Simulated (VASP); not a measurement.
C: relaxation of cell and atoms with LDA

C, a slab with vacuum:

```
C
1.0
     2.45623    0.00000    0.00000
    -1.22811    2.12716    0.00000
     0.00000    0.00000   24.13396
C
4
Direct
  0.00000 0.00000 0.57047
  0.00000 0.00000 0.42953
  0.33333 0.66667 0.42952
  0.66667 0.33333 0.57048
```

```json
{
  "Program": "VASP 6.6.1",
  "Task": "relaxation of cell and atoms",
  "Functional": "LDA",
  "Potentials or basis": "VASP PAW LDA potentials, release 64 (C)",
  "Cutoff": "800 eV",
  "k mesh": "9 × 9 × 1",
  "Occupations": "methfessel-paxton, width 0.1 eV",
  "Spin": "no spin polarisation",
  "Dipole correction": "no",
  "Second try": "not_converged",
  "Further INCAR settings": "ALGO = All; EDIFF = 1e-07; IBRION = 2; EDIFFG = -0.01; NSW = 80; ISIF = 3"
}
```

The relaxed cell is a = 2.446 Å, b = 2.446 Å, c = 23.297 Å, α = 90.00°, β = 90.00°, γ = 120.00° and the space group after relaxing (to 0.1 Å) is P-3m1 (No. 164). The energy gained by relaxing is 2.1 meV/atom. The ionic steps are 14. The largest force after relaxing is 0.008 eV/Å and the band gap on the k mesh is zero (filled and empty bands touch).

Forces on the atoms (eV/Å):
```
C    0.000  0.000 -0.002
C    0.000  0.000  0.002
C    0.000  0.000 -0.008
C    0.000  0.000  0.008
```

Step by step:
```csv
step,energy change (eV),largest force (eV/Å),pressure (GPa),volume (Å³)
1,0.0000,0.0337,-1.01,126.09
2,0.0208,0.0287,2.30,122.51
3,-0.0045,0.0257,-0.07,125.02
4,-0.0045,0.0255,-0.05,125.00
5,-0.0049,0.0207,-0.05,124.79
6,-0.0057,0.0532,-0.04,124.16
7,-0.0065,0.1180,-0.03,122.89
8,-0.0066,0.1115,-0.03,122.80
9,-0.0070,0.0930,-0.04,122.55
10,-0.0077,0.0555,-0.04,122.03
11,-0.0082,0.0184,-0.05,120.99
12,-0.0082,0.0167,-0.01,120.86
13,-0.0082,0.0154,0.02,120.77
14,-0.0082,0.0076,0.01,120.74
```

Final structure:
```
CELL_PARAMETERS angstrom
2.44625 0.00000 0.00000
-1.22313 2.11852 0.00000
0.00000 0.00000 23.29704
ATOMIC_POSITIONS crystal
C 0.00000 0.00000 0.56981
C 0.00000 0.00000 0.43019
C 0.33333 0.66667 0.43014
C 0.66667 0.33333 0.56986
```

Levels at points of the mesh, in eV from the Fermi level:
| k point | band 6 | band 7 | band 8 | band 9 | band 10 | band 11 |
| --- | --- | --- | --- | --- | --- | --- |
| (0.00, 0.00, 0.00) | -3.01 | -2.99 | -2.99 | 3.50 | 4.00 | 4.69 |

Wall time 69 s on 4 MPI ranks on AMD EPYC 9R45 (Zen 5) (shared host), peak memory 0.25 GiB a rank.

Caveat: there is no dipole correction, which matters where the two faces differ; the relaxation moved the vacuum too, so the length across it says nothing of the material.
